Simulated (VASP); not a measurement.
Runs of VASP 6.6.1 on Ta. The structure is that of space group P6_3/mmc (No. 194), or close to it. The cells are those of the table. 

| task | cell | k mesh | cutoff (eV) | gap on the mesh (eV) | pressure (GPa) |
| --- | --- | --- | --- | --- | --- |
| relaxation of cell and atoms | relaxed from a = 2.945, b = 2.945, c = 4.809 Å, angles 90.0, 90.0, 120.0°, 2 atoms | 12 × 12 × 7 | 600 | none | 0.0 |
| single point | a = 2.899, b = 2.899, c = 5.151 Å, angles 90.0, 90.0, 120.0°, 2 atoms | 20 × 20 × 10 | 520 | none | 0.3 |
| single point | a = 2.899, b = 2.899, c = 5.151 Å, angles 90.0, 90.0, 120.0°, 2 atoms | 12 × 12 × 7 | 520 | none | 0.1 |
| single point | a = 2.860, b = 2.860, c = 5.081 Å, angles 90.0, 90.0, 120.0°, 2 atoms | 20 × 20 × 10 | 520 | none | 8.6 |
| single point | a = 2.937, b = 2.937, c = 5.219 Å, angles 90.0, 90.0, 120.0°, 2 atoms | 20 × 20 × 10 | 520 | none | (a) |
| single point | a = 2.778, b = 2.778, c = 4.936 Å, angles 90.0, 90.0, 120.0°, 2 atoms | 20 × 20 × 10 | 520 | none | 31.1 |
| single point | a = 2.899, b = 2.899, c = 5.151 Å, angles 90.0, 90.0, 120.0°, 2 atoms | 6 × 6 × 3 | 520 | none | -0.4 |
| single point | a = 2.819, b = 2.819, c = 5.010 Å, angles 90.0, 90.0, 120.0°, 2 atoms | 20 × 20 × 10 | 520 | none | (b) |

Alike in all rows: level PBE; potentials or basis VASP PAW PBE potentials, release 64 (Ta_pv); no spin polarisation; smearing fermi-dirac 0.1 eV.

Fill in the values left out.

(a) -6.6; (b) 18.8.

Caveats: some runs use coarse meshes; spin-orbit coupling is left out, which moves the levels of the heavy elements.

A k mesh can miss the band edges, and the runs leave out spin-orbit coupling on Ta.

A gap of «none» marks levels without a gap at the run's occupations.
